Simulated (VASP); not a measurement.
# Hg3PdBr3Cl2 (P4/mmm) in VASP: single point with PBE

Aim: the single point of Hg3PdBr3Cl2 with PBE.

Everything below comes from runs of VASP 6.6.1. Logs are shortened: lines on timing, memory, paths and dates and some standing lists are left out, and cuts for length are marked.

**1. The cell of the first run**

The structure is tetragonal, space group P4/mmm (No. 123). Conventional cell: a = 5.416 Å, b = 5.416 Å, c = 10.422 Å, α = 90.00°, β = 90.00°, γ = 90.00°. Within 4.0 Å of Hg (site symmetry mmm) lie 2 Pd at 2.71 Å and 4 Br at 3.67 Å and 4 Hg at 3.83 Å and 4 Cl at 3.98 Å. Within 3.0 Å of Hg (site symmetry 4/mmm) lie 2 Cl at 2.29 Å. Pd (site symmetry 4/mmm) has 2 Br at 2.48 Å and 4 Hg at 2.71 Å within 3.3 Å. Br (site symmetry 4mm) has 1 Pd at 2.48 Å and 1 Br at 2.73 Å within 3.3 Å. Within 3.6 Å of Br (site symmetry 4/mmm) lie 2 Br at 2.73 Å. Within 3.0 Å of Cl (site symmetry 4mm) lie 1 Hg at 2.29 Å.

**2. Single point, PBE**

File INCAR:

```
SYSTEM = Hg3PdBr3Cl2
ALGO = Normal
EDIFF = 1E-6
ENCUT = 520
GGA = PE
ISIF = 2
ISMEAR = 0
LASPH = .True.
LCHARG = .False.
LREAL = .False.
LWAVE = .False.
NBANDS = 50
NELM = 60
PREC = Accurate
SIGMA = 0.1
```

File KPOINTS:

```
k-points
0
Gamma
  6 6 4
  0 0 0
```

File POSCAR:

```
Hg3PdBr3Cl2
1.0
    5.4155714827      0.0000000000      0.0000000000
    0.0000000000      5.4155714827      0.0000000000
    0.0000000000      0.0000000000     10.4221629877
Hg Pd Br Cl
3 1 3 2
Direct
    0.0000000000      0.5000000000      0.0000000000
    0.5000000000      0.0000000000      0.0000000000
    0.5000000000      0.5000000000      0.5000000000
    0.0000000000      0.0000000000      0.0000000000
    0.0000000000      0.0000000000      0.2378307950
    0.0000000000      0.0000000000      0.7621692050
    0.0000000000      0.0000000000      0.5000000000
    0.5000000000      0.5000000000      0.7198655482
    0.5000000000      0.5000000000      0.2801344518
```

Potentials or basis: VASP PAW PBE potentials, release 64 (Hg, Pd, Br, Cl).

Run with:

```bash
$ cat potpaw_PBE.64/Hg/POTCAR potpaw_PBE.64/Pd/POTCAR potpaw_PBE.64/Br/POTCAR potpaw_PBE.64/Cl/POTCAR > POTCAR
$ mpirun -np 1 vasp_std > vasp.out
```

OUTCAR:

```text
SYSTEM = Hg3PdBr3Cl2
   EDIFF = 1E-6
   ENCUT = 520
   GGA = PE
   ISIF = 2
   ISMEAR = 0
   LASPH = .True.
   LREAL = .False.
   NELM = 60
   PREC = Accurate

 ion  position               nearest neighbor table
   1  0.000  0.500  0.000-   4 2.71   4 2.71   2 3.83   2 3.83   2 3.83   2 3.83
   2  0.500  0.000  0.000-   4 2.71   4 2.71   1 3.83   1 3.83   1 3.83   1 3.83
   3  0.500  0.500  0.500-   8 2.29   9 2.29
   4  0.000  0.000  0.000-   5 2.48   6 2.48   1 2.71   2 2.71   1 2.71   2 2.71
   5  0.000  0.000  0.238-   4 2.48   7 2.73
   6  0.000  0.000  0.762-   4 2.48   7 2.73
   7  0.000  0.000  0.500-   5 2.73   6 2.73
   8  0.500  0.500  0.720-   3 2.29
   9  0.500  0.500  0.280-   3 2.29

  LATTYP: Found a simple tetragonal cell.
 ALAT       =     5.4155714827
 C/A-ratio  =     1.9244807350

  Lattice vectors:

 A1 = (   5.4155714827,   0.0000000000,   0.0000000000)
 A2 = (   0.0000000000,   5.4155714827,   0.0000000000)
 A3 = (   0.0000000000,   0.0000000000,  10.4221629877)

Analysis of symmetry for initial positions (statically):
=====================================================================
 Subroutine PRICEL returns:
 Original cell was already a primitive cell.

 Routine SETGRP: Setting up the symmetry group for a
 simple tetragonal supercell.

 Subroutine GETGRP returns: Found 16 space group operations
 (whereof 16 operations were pure point group operations)
 out of a pool of 16 trial point group operations.

The static configuration has the point symmetry D_4h.

Analysis of symmetry for dynamics (positions and initial velocities):
=====================================================================
 Subroutine PRICEL returns:
 Original cell was already a primitive cell.

 Routine SETGRP: Setting up the symmetry group for a
 simple tetragonal supercell.

 Subroutine GETGRP returns: Found 16 space group operations
 (whereof 16 operations were pure point group operations)
 out of a pool of 16 trial point group operations.

The dynamic configuration has the point symmetry D_4h.

 Subroutine INISYM returns: Found 16 space group operations
 (whereof 16 operations are pure point group operations),
 and found     1 'primitive' translations

----------------------------------------------------------------------------------------

                                     Primitive cell

[... 110 lines left out ...]
   ISIF   =      2    stress and relaxation
   ISYM   =      2    0-nonsym 1-usesym 2-fastsym
   POTIM  = 0.5000    time-step for ionic-motion
   TEBEG  =    0.0;   TEEND  =   0.0 temperature during run
   PSTRESS=    0.0 pullay stress
   NELECT =      81.0000    total number of electrons
   NUPDOWN=      -1.0000    fix difference up-down
   EMIN   =  10.00;   EMAX   =-10.00  energy-range for DOS
   EFERMI =   0.00;   METHOD = LEGACY
   ISMEAR =     0;   SIGMA  =   0.10  broadening in eV -4-tet -1-fermi 0-gaus
   EFERMI_NEDOS =   21; number of points for ismear=-14 and -15
   IALGO  =     38    algorithm
   IMIX   =      4    mixing-type and parameters
     AMIX     =   0.40;   BMIX     =  1.00
     AMIX_MAG =   1.60;   BMIX_MAG =  1.00
  volume/ion in A,a.u.               =      33.96       229.19
  Fermi-wavevector in a.u.,A,eV,Ry     =   1.051528  1.987101 15.044126  1.105712
  Thomas-Fermi vector in A             =   2.186575
   LORBIT       =      0    0 simple, 1 ext, 2 COOP (PROOUT), +10 PAW based schemes
   GGA     = PE    functional components
   LHFCALC =     F    Hartree Fock is set to
   AEXX    =    0.0000 exact exchange contribution
   IVDW    =     0    specifies the selected vdW correction
   LEPSILON=     F    determine dielectric tensor
   LRPA    =     F    only Hartree local field effects (RPA)
 non-spin polarized calculation
 Gauss-broadening in eV      SIGMA  =   0.10
  energy-cutoff  :      520.00
  volume of cell :      305.67
 maximum number of plane-waves:      8266
   NGX = 21   NGY = 21   NGZ = 39

 number of electron      80.9999998 magnetization

 Free energy of the ion-electron system (eV)
  ---------------------------------------------------
  ext. energy  EPLUGINS =         0.00000000
  ---------------------------------------------------
  free energy    TOTEN  =       -16.61342570 eV

  energy without entropy =      -16.59563457  energy(sigma->0) =      -16.60453013

 E-fermi :  -0.5200     XC(G=0):  -7.9108

 val. band max:       -0.5345374175   @ k =   0.3333   0.3333   0.0000
 cond. band min:      -0.4716772304   @ k =   0.5000   0.3333   0.5000
 fundamental gap:      0.0628601871
 Fermi energy:        -0.5200029499

 k-point     1 :       0.0000    0.0000    0.0000
  band No.  band energies     occupation
      1     -15.0240      2.00000
      2     -14.7925      2.00000
      3     -14.5029      2.00000
      4     -14.2214      2.00000
      5     -13.6107      2.00000
      6      -7.4186      2.00000
[... 1261 lines left out ...]
     49       5.1975      0.00000
     50       5.2769      0.00000

 [... further k-points ...]

------------------------ aborting loop because EDIFF is reached ----------------------------------------

  FORCE on cell =-STRESS in cart. coord.  units (eV):
  Direction    XX          YY          ZZ          XY          YZ          ZX
  --------------------------------------------------------------------------------------
  -------------------------------------------------------------------------------------
  Total        0.1260167      0.1260167      0.4552583      0.0000000     -0.0000000      0.0000000
  in kB        0.6605295      0.6605295      2.3862834      0.0000000     -0.0000000      0.0000000
  external PRESSURE =       1.2357808 kB  Pullay stress =       0.0000000 kB

 VOLUME and BASIS-vectors are now :
 -----------------------------------------------------------------------------
  energy-cutoff  :      520.00
  volume of cell :      305.67
      direct lattice vectors                 reciprocal lattice vectors
     5.415571483  0.000000000  0.000000000     0.184652719  0.000000000  0.000000000
     0.000000000  5.415571483  0.000000000     0.000000000  0.184652719  0.000000000
     0.000000000  0.000000000 10.422162988     0.000000000  0.000000000  0.095949373

 POSITION                                       TOTAL-FORCE (eV/Angst)
 -----------------------------------------------------------------------------------
      0.00000      2.70779      0.00000         0.000000      0.000000      0.000000
      2.70779      0.00000      0.00000         0.000000      0.000000      0.000000
      2.70779      2.70779      5.21108         0.000000      0.000000      0.000000
      0.00000      0.00000      0.00000         0.000000      0.000000      0.000000
      0.00000      0.00000      2.47871        -0.000000     -0.000000      0.003724
      0.00000      0.00000      7.94345        -0.000000      0.000000     -0.003724
      0.00000      0.00000      5.21108         0.000000      0.000000      0.000000
      2.70779      2.70779      7.50256        -0.000000     -0.000000      0.111263
      2.70779      2.70779      2.91961         0.000000     -0.000000     -0.111263
 -----------------------------------------------------------------------------------
    total drift:                                0.000000      0.000000     -0.000000

  FREE ENERGIE OF THE ION-ELECTRON SYSTEM (eV)
  ---------------------------------------------------
  free  energy   TOTEN  =       -16.6134256990 eV

  energy  without entropy=      -16.5956345705  energy(sigma->0) =      -16.60453013
```

OSZICAR:

```text
N       E                     dE             d eps       ncg     rms          rms(c)
DAV:   1     0.603412214867E+03    0.60341E+03   -0.35606E+04  3008   0.139E+03
DAV:   2     0.325217699154E+02   -0.57089E+03   -0.54547E+03  3492   0.317E+02
DAV:   3    -0.177580794243E+02   -0.50280E+02   -0.49336E+02  3400   0.901E+01
DAV:   4    -0.186991783134E+02   -0.94110E+00   -0.93737E+00  3270   0.129E+01
DAV:   5    -0.187156586246E+02   -0.16480E-01   -0.16474E-01  3384   0.173E+00    0.147E+01
DAV:   6    -0.169199261820E+02    0.17957E+01   -0.36580E+00  3746   0.177E+01    0.106E+01
DAV:   7    -0.167623555893E+02    0.15757E+00   -0.25220E+00  3168   0.109E+01    0.635E+00
DAV:   8    -0.166328698637E+02    0.12949E+00   -0.71755E-01  3180   0.706E+00    0.168E+00
DAV:   9    -0.166121787025E+02    0.20691E-01   -0.71448E-02  3118   0.229E+00    0.603E-01
DAV:  10    -0.166128376140E+02   -0.65891E-03   -0.15932E-02  3254   0.526E-01    0.252E-01
DAV:  11    -0.166130548048E+02   -0.21719E-03   -0.63707E-04  3406   0.177E-01    0.166E-01
DAV:  12    -0.166133840348E+02   -0.32923E-03   -0.50289E-04  3210   0.107E-01    0.272E-02
DAV:  13    -0.166134100292E+02   -0.25994E-04   -0.64076E-05  3284   0.387E-02    0.120E-02
DAV:  14    -0.166134208400E+02   -0.10811E-04   -0.13885E-05  3174   0.152E-02    0.848E-03
DAV:  15    -0.166134243840E+02   -0.35440E-05   -0.24765E-06  2622   0.623E-03    0.379E-03
DAV:  16    -0.166134255183E+02   -0.11343E-05   -0.12472E-06  2336   0.473E-03    0.189E-03
DAV:  17    -0.166134256990E+02   -0.18071E-06   -0.33532E-07  1880   0.241E-03
   1 F= -.16613426E+02 E0= -.16604530E+02  d E =-.177911E-01
```

Run time: 6.2 min. Hardware: 1 thread of AMD EPYC 7R43 (Zen 3), shared host; peak memory 0.6 GiB.

What came out:

```
Free energy            : -16.6134 eV
Pressure               : 0.1 GPa
Largest force          : 0.111 eV/Å
Band gap on the k mesh : zero (an odd number of electrons rules out a gap without spin polarisation)
```

Forces on the atoms (eV/Å):
```
Hg   0.000  0.000  0.000
Hg   0.000  0.000  0.000
Hg   0.000  0.000  0.000
Pd   0.000  0.000  0.000
Br   0.000  0.000  0.004
Br   0.000  0.000 -0.004
Br   0.000  0.000  0.000
Cl   0.000  0.000  0.111
Cl   0.000  0.000 -0.111
```

Caveat: spin-orbit coupling is left out, which moves the levels of the heavy elements; an odd number of electrons without spin polarisation forces a metal; a magnetic or distorted state may lie lower.
